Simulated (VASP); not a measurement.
Wanted: the native input for a VASP 6.6.1 run.

| Property | Result |
| --- | --- |
| Task | single point |
| Functional | PBEsol |
| Potentials or basis | VASP PAW PBE potentials, release 64 (Sr_sv, Ti_sv, O) |
| Cutoff | 520 eV |
| k mesh | 8 × 8 × 8 |
| Occupations | gaussian, width 0.05 eV |
| Spin | no spin polarisation |
| Dipole correction | no |
| Further INCAR settings | ALGO = Normal; EDIFF = 1e-06; NBANDS = 28 |

The structure of SrTiO3 lies in POSCAR:

```
SrTiO3
1.0
    3.8913815400      0.0000000000      0.0000000000
    0.0000000000      3.8913815400      0.0000000000
    0.0000000000      0.0000000000      3.8913815400
Sr Ti O
1 1 3
Direct
    0.0187954701      0.0000000000      0.0000000000
    0.4941691951      0.5000000000      0.5000000000
   -0.0257196998      0.5000000000      0.5000000000
    0.4701148048      0.0000000000      0.5000000000
    0.4701148048      0.5000000000      0.0000000000
```

This cell differs from its parent crystal: atoms displaced along several vibrational modes.

The input as run:

INCAR

```
PREC = Accurate ; ENCUT = 520
EDIFF = 1E-6 ; ISMEAR = 0
SIGMA = 0.05 ; LREAL = False
LASPH = True ; NELM = 80
ALGO = Normal ; ISIF = 2
LWAVE = False ; LCHARG = False
GGA = PS ; NBANDS = 28
```

KPOINTS

```
Automatic mesh
0
Gamma
  8 8 8
```

Potentials or basis: VASP PAW PBE potentials, release 64 (Sr_sv, Ti_sv, O).

The run is started by

```sh
$ cat potpaw_PBE.64/Sr_sv/POTCAR potpaw_PBE.64/Ti_sv/POTCAR potpaw_PBE.64/O/POTCAR > POTCAR
$ mpirun -np 1 vasp_std > vasp.out
```

It gave:

```json
{
  "Pressure": "1.6 GPa",
  "Largest force": "0.432 eV/Å",
  "Band gap on the k mesh": "1.87 eV (least direct gap 2.27 eV)"
}
```

Caveat: the cell differs from its parent crystal (atoms displaced along several vibrational modes); the PAW data sets were made with another functional, which shifts forces and pressure a little.

It took 66 s on 1 thread of Intel(R) Xeon(R) 6975P-C (Granite Rapids) (shared host), peak memory 0.25 GiB.
